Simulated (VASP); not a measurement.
Wanted: the native input for a VASP 6.6.1 run.

- Task: single point
- Functional: revPBE
- Potentials or basis: VASP PAW PBE potentials, release 64 (Sc_sv)
- Cutoff: 520 eV
- k mesh: 20 × 20 × 20
- Occupations: fermi-dirac, width 0.1 eV
- Spin: no spin polarisation
- Dipole correction: no
- Further INCAR settings: ALGO = Normal; EDIFF = 1e-06; NBANDS = 12

The structure of Sc lies in POSCAR:

```
Sc
1.0
   -1.8584046764      1.8584046764      1.8584046764
    1.8584046764     -1.8584046764      1.8584046764
    1.8584046764      1.8584046764     -1.8584046764
Sc
1
Direct
    0.0000000000      0.0000000000      0.0000000000
```

These files were run (other wordings do the same):

INCAR

```
  PREC = Accurate
  ENCUT = 520
  EDIFF = 1E-6
  ISMEAR = -1
  SIGMA = 0.1
  LREAL = F
  LASPH = T
  NELM = 80
  ALGO = Normal
  ISIF = 2
  LWAVE = F
  LCHARG = F
  GGA = RE
  NBANDS = 12
```

KPOINTS

```
regular mesh
0
Gamma
  20 20 20
```

Potentials or basis: VASP PAW PBE potentials, release 64 (Sc_sv).

Command:

```bash
$ cat potpaw_PBE.64/Sc_sv/POTCAR > POTCAR
$ mpirun -np 1 vasp_std > vasp.out
```

It gave:

```json
{
  "Pressure": "0.0 GPa"
}
```

Caveat: the PAW data sets were made with another functional, which shifts forces and pressure a little.

Wall time 2.3 min on 1 thread of AMD EPYC 7R13 Processor (Zen 3), with other jobs on the host, peak memory 0.16 GiB.
